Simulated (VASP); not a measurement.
# W (Im-3m) in VASP: further runs

W is run at these levels: PBE; tasks: single point.

All numbers are computed with VASP 6.6.1; they aren't measurements. Logs are shortened: lines on timing, memory, paths and dates and some standing lists are left out, and cuts for length are marked.

### 1 The cell of the first run

It takes space group Im-3m (No. 229, cubic). Conventional cell: a = 3.184 Å, b = 3.184 Å, c = 3.184 Å, α = 90.00°, β = 90.00°, γ = 90.00°. W (site symmetry m-3m) has 14 W at 2.76 to 3.18 Å within 3.6 Å.

### 2 Single point, PBE

INCAR reads:

```
SYSTEM = W
ALGO = Normal ; EDIFF = 1E-7
ENCUT = 520 ; GGA = PE
ISIF = 2 ; ISMEAR = 0
LASPH = .True. ; LCHARG = .True.
LELF = .True. ; LREAL = .False.
LVHAR = .True. ; LWAVE = .False.
NBANDS = 13 ; NELM = 80
PREC = Accurate ; SIGMA = 0.03
```

KPOINTS reads:

```
k-points
0
Gamma
  14 14 14
  0 0 0
```

POSCAR reads:

```
W
1.0
   -1.5921723362      1.5921723362      1.5921723362
    1.5921723362     -1.5921723362      1.5921723362
    1.5921723362      1.5921723362     -1.5921723362
W
1
Direct
    0.0000000000      0.0000000000      0.0000000000
```

Potentials or basis: VASP PAW PBE potentials, release 64 (W_sv).

The run is started by

```
$ cat potpaw_PBE.64/W_sv/POTCAR > POTCAR
$ mpirun -np 1 vasp_std > vasp.out
```

OUTCAR:

```text
SYSTEM = W
   EDIFF = 1E-7
   ENCUT = 520
   GGA = PE
   ISIF = 2
   ISMEAR = 0
   LASPH = .True.
   LREAL = .False.
   NELM = 80
   PREC = Accurate

 ion  position               nearest neighbor table
   1  0.000  0.000  0.000-

  LATTYP: Found a body centered cubic cell.
 ALAT       =     3.1843446724

  Lattice vectors:

 A1 = (  -1.5921723362,   1.5921723362,   1.5921723362)
 A2 = (   1.5921723362,  -1.5921723362,   1.5921723362)
 A3 = (   1.5921723362,   1.5921723362,  -1.5921723362)

Analysis of symmetry for initial positions (statically):
=====================================================================
 Subroutine PRICEL returns:
 Original cell was already a primitive cell.

 Routine SETGRP: Setting up the symmetry group for a
 body centered cubic supercell.

 Subroutine GETGRP returns: Found 48 space group operations
 (whereof 48 operations were pure point group operations)
 out of a pool of 48 trial point group operations.

The static configuration has the point symmetry O_h .

Analysis of symmetry for dynamics (positions and initial velocities):
=====================================================================
 Subroutine PRICEL returns:
 Original cell was already a primitive cell.

 Routine SETGRP: Setting up the symmetry group for a
 body centered cubic supercell.

 Subroutine GETGRP returns: Found 48 space group operations
 (whereof 48 operations were pure point group operations)
 out of a pool of 48 trial point group operations.

The dynamic configuration has the point symmetry O_h .

 Subroutine INISYM returns: Found 48 space group operations
 (whereof 48 operations are pure point group operations),
 and found     1 'primitive' translations

----------------------------------------------------------------------------------------

                                     Primitive cell

  volume of cell :      16.1447

  direct lattice vectors                    reciprocal lattice vectors
    -1.592172336  1.592172336  1.592172336     0.000000000  0.314036357  0.314036357
     1.592172336 -1.592172336  1.592172336     0.314036357  0.000000000  0.314036357
     1.592172336  1.592172336 -1.592172336     0.314036357  0.314036357  0.000000000

  length of vectors
     2.757723381  2.757723381  2.757723381     0.444114475  0.444114475  0.444114475

  position of ions in fractional coordinates (direct lattice)
     0.000000000  0.000000000  0.000000000

  ion indices of the primitive-cell ions
   primitive index   ion index
                 1           1

----------------------------------------------------------------------------------------

 KPOINTS: k-points

Automatic generation of k-mesh.
 Grid dimensions read from file:
 generate k-points for:   14   14   14

 Generating k-lattice:

  Cartesian coordinates                     Fractional coordinates (reciprocal lattice)
     0.000000000  0.022431168  0.022431168     0.071428571  0.000000000  0.000000000
     0.022431168  0.000000000  0.022431168     0.000000000  0.071428571  0.000000000
     0.022431168  0.022431168  0.000000000     0.000000000  0.000000000  0.071428571

  Length of vectors
     0.031722462  0.031722462  0.031722462

  Shift w.r.t. Gamma in fractional coordinates (k-lattice)
     0.000000000  0.000000000  0.000000000

 Subroutine IBZKPT returns following result:
 ===========================================

 Found    104 irreducible k-points:

 Following reciprocal coordinates:
            Coordinates               Weight
  0.000000  0.000000  0.000000      1.000000
  0.071429  0.000000  0.000000     12.000000
  0.142857  0.000000  0.000000     12.000000
  0.214286  0.000000  0.000000     12.000000
  0.285714  0.000000  0.000000     12.000000
  0.357143  0.000000  0.000000     12.000000
[... 16 lines left out ...]
  0.285714  0.285714  0.000000     24.000000
  0.357143  0.285714  0.000000     24.000000
 [... further k-points ...]
   k-points           NKPTS =    104   k-points in BZ     NKDIM =    104   number of bands    NBANDS=     13
   number of dos      NEDOS =    301   number of ions     NIONS =      1
   total plane-waves  NPLWV =  13824
   dimension x,y,z NGX =    24 NGY =   24 NGZ =   24
   dimension x,y,z NGXF=    48 NGYF=   48 NGZF=   48
   ions per type =               1
   NGX,Y,Z   is equivalent  to a cutoff of  14.47, 14.47, 14.47 a.u.
   NGXF,Y,Z  is equivalent  to a cutoff of  28.94, 28.94, 28.94 a.u.
 SYSTEM =  W
   PREC   = accura    normal or accurate (medium, high low for compatibility)
   ISTART =      0    job   : 0-new  1-cont  2-samecut
   ICHARG =      2    charge: 1-file 2-atom 10-const
   ISPIN  =      1    spin polarized calculation?
   LNONCOLLINEAR =      F non collinear calculations
   LSORBIT =      F    spin-orbit coupling
   LASPH  =      T    aspherical Exc in radial PAW
   ENCUT  =  520.0 eV  38.22 Ry    6.18 a.u.   5.13  5.13  5.13*2*pi/ulx,y,z
   NELM   =     80;   NELMIN=  2; NELMDL= -5     # of ELM steps
   EDIFF  = 0.1E-06   stopping-criterion for ELM
   LREAL  =      F    real-space projection
   EDIFFG = 0.1E-05   stopping-criterion for IOM
   NSW    =      0    number of steps for IOM
   IBRION =     -1    ionic relax: 0-MD 1-quasi-New 2-CG
   NFREE  =      0    steps in history (QN), initial steepest desc. (CG)
   ISIF   =      2    stress and relaxation
   ISYM   =      2    0-nonsym 1-usesym 2-fastsym
   POTIM  = 0.5000    time-step for ionic-motion
   TEBEG  =    0.0;   TEEND  =   0.0 temperature during run
   PSTRESS=    0.0 pullay stress
   NELECT =      14.0000    total number of electrons
   NUPDOWN=      -1.0000    fix difference up-down
   EMIN   =  10.00;   EMAX   =-10.00  energy-range for DOS
   EFERMI =   0.00;   METHOD = LEGACY
   ISMEAR =     0;   SIGMA  =   0.03  broadening in eV -4-tet -1-fermi 0-gaus
   EFERMI_NEDOS =   21; number of points for ismear=-14 and -15
   IALGO  =     38    algorithm
   IMIX   =      4    mixing-type and parameters
     AMIX     =   0.40;   BMIX     =  1.00
     AMIX_MAG =   1.60;   BMIX_MAG =  1.00
  volume/ion in A,a.u.               =      16.14       108.95
  Fermi-wavevector in a.u.,A,eV,Ry     =   1.561136  2.950119 33.159384  2.437146
  Thomas-Fermi vector in A             =   2.664246
   LORBIT       =      0    0 simple, 1 ext, 2 COOP (PROOUT), +10 PAW based schemes
   GGA     = PE    functional components
   LHFCALC =     F    Hartree Fock is set to
   AEXX    =    0.0000 exact exchange contribution
   IVDW    =     0    specifies the selected vdW correction
   LEPSILON=     F    determine dielectric tensor
   LRPA    =     F    only Hartree local field effects (RPA)
 non-spin polarized calculation
 Gauss-broadening in eV      SIGMA  =   0.03
  energy-cutoff  :      520.00
  volume of cell :       16.14
 maximum number of plane-waves:       466
 NGX is ok and might be reduce to    24
   NGX = 11   NGY = 11   NGZ = 11

 number of electron      14.0000002 magnetization

 Free energy of the ion-electron system (eV)
  ---------------------------------------------------
  ext. energy  EPLUGINS =         0.00000000
  ---------------------------------------------------
  free energy    TOTEN  =       -12.94727247 eV

  energy without entropy =      -12.94696528  energy(sigma->0) =      -12.94711887

 E-fermi :  11.2761     XC(G=0): -13.5406

 val. band max:       11.2641735531   @ k =  -0.4286   0.5000   0.2857
 cond. band min:      11.3013237819   @ k =   0.5000   0.5000   0.2857
 fundamental gap:      0.0371502288
 Fermi energy:        11.2760571623

 k-point     1 :       0.0000    0.0000    0.0000
  band No.  band energies     occupation
      1     -63.0502      2.00000
      2     -26.6363      2.00000
      3     -26.6363      2.00000
      4     -26.6363      2.00000
      5       1.6455      2.00000
      6       9.9707      2.00000
      7       9.9707      2.00000
      8       9.9707      2.00000
      9      13.3891      0.00000
     10      13.3891      0.00000
     11      25.6576      0.00000
     12      25.6576      0.00000
     13      25.6576      0.00000

 k-point     2 :       0.0714    0.0000    0.0000
  band No.  band energies     occupation
      1     -63.0442      2.00000
      2     -26.7009      2.00000
      3     -26.6566      2.00000
      4     -26.6366      2.00000
      5       1.8864      2.00000
      6       9.8255      2.00000
      7       9.9358      2.00000
      8      10.2031      2.00000
      9      13.1645      0.00000
     10      13.3913      0.00000
     11      25.8589      0.00000
     12      26.0679      0.00000
     13      26.2328      0.00000

 k-point     3 :       0.1429    0.0000    0.0000
  band No.  band energies     occupation
      1     -63.0271      2.00000
      2     -26.8790      2.00000
      3     -26.7129      2.00000
      4     -26.6374      2.00000
      5       2.5647      2.00000
      6       9.4438      2.00000
      7       9.7688      2.00000
      8      10.8879      2.00000
      9      12.7845      0.00000
     10      13.4156      0.00000
     11      26.2776      0.00000
     12      27.2403      0.00000
     13      27.5158      0.00000
[... 305 lines left out ...]
 k-point    23 :       0.2857    0.2857    0.0000
  band No.  band energies     occupation
      1     -62.9159      2.00000
      2     -27.6126      2.00000
      3     -27.2920      2.00000
      4     -26.7818      2.00000
      5       6.7119      2.00000
      6       8.0688      2.00000
      7       9.0238      2.00000
      8      13.3585      0.00000
      9      14.1785      0.00000
     10      19.7211      0.00000
     11      20.3080      0.00000
     12      24.2506      0.00000
     13      27.6290      0.00000

 k-point    24 :       0.3571    0.2857    0.0000
  band No.  band energies     occupation
      1     -62.9120      2.00000
      2     -27.5666      2.00000
      3     -27.3821      2.00000
      4     -26.7883      2.00000
      5       6.8155      2.00000
      6       8.2260      2.00000
      7       8.9086      2.00000
      8      13.6028      0.00000
      9      14.1819      0.00000
     10      19.3215      0.00000
     11      21.1624      0.00000
     12      23.1959      0.00000
     13      28.0904      0.00000

 [... further k-points ...]

------------------------ aborting loop because EDIFF is reached ----------------------------------------

  FORCE on cell =-STRESS in cart. coord.  units (eV):
  Direction    XX          YY          ZZ          XY          YZ          ZX
  --------------------------------------------------------------------------------------
  -------------------------------------------------------------------------------------
  Total        0.0858177      0.0858177      0.0858177     -0.0000000     -0.0000000      0.0000000
  in kB        8.5164281      8.5164281      8.5164281     -0.0000000     -0.0000000      0.0000000
  external PRESSURE =       8.5164281 kB  Pullay stress =       0.0000000 kB

 VOLUME and BASIS-vectors are now :
 -----------------------------------------------------------------------------
  energy-cutoff  :      520.00
  volume of cell :       16.14
      direct lattice vectors                 reciprocal lattice vectors
    -1.592172336  1.592172336  1.592172336     0.000000000  0.314036357  0.314036357
     1.592172336 -1.592172336  1.592172336     0.314036357  0.000000000  0.314036357
     1.592172336  1.592172336 -1.592172336     0.314036357  0.314036357  0.000000000

 POSITION                                       TOTAL-FORCE (eV/Angst)
 -----------------------------------------------------------------------------------
      0.00000      0.00000      0.00000         0.000000      0.000000      0.000000
 -----------------------------------------------------------------------------------
    total drift:                                0.000000      0.000000     -0.000000

  FREE ENERGIE OF THE ION-ELECTRON SYSTEM (eV)
  ---------------------------------------------------
  free  energy   TOTEN  =       -12.9472724702 eV

  energy  without entropy=      -12.9469652785  energy(sigma->0) =      -12.94711887
```

Wall time 50 s (1 thread of AMD EPYC 7R13, shared host); peak memory 0.12 GiB.

Results:

| Quantity | Value |
| --- | --- |
| Free energy | -12.9473 eV |
| Pressure | 0.9 GPa |
| Band gap on the k mesh | zero (band 7 reaches 16.20 eV, above the bottom of band 8 at 9.97 eV) |

Levels at points of the mesh, in eV from the Fermi level:
```csv
k point,band 5,band 6,band 7,band 8,band 9,band 10
"(0.00, 0.00, 0.00)",-9.63,-1.31,-1.31,-1.31,2.11,2.11
"(0.50, 0.00, 0.00)",-6.26,-3.58,0.52,1.99,2.95,5.88
"(0.50, 0.50, 0.50)",-5.79,-5.79,4.92,4.92,4.92,8.00
```

Caveat: spin-orbit coupling is left out, which moves the levels of the heavy elements.

(Continued in part 2 of 3.)
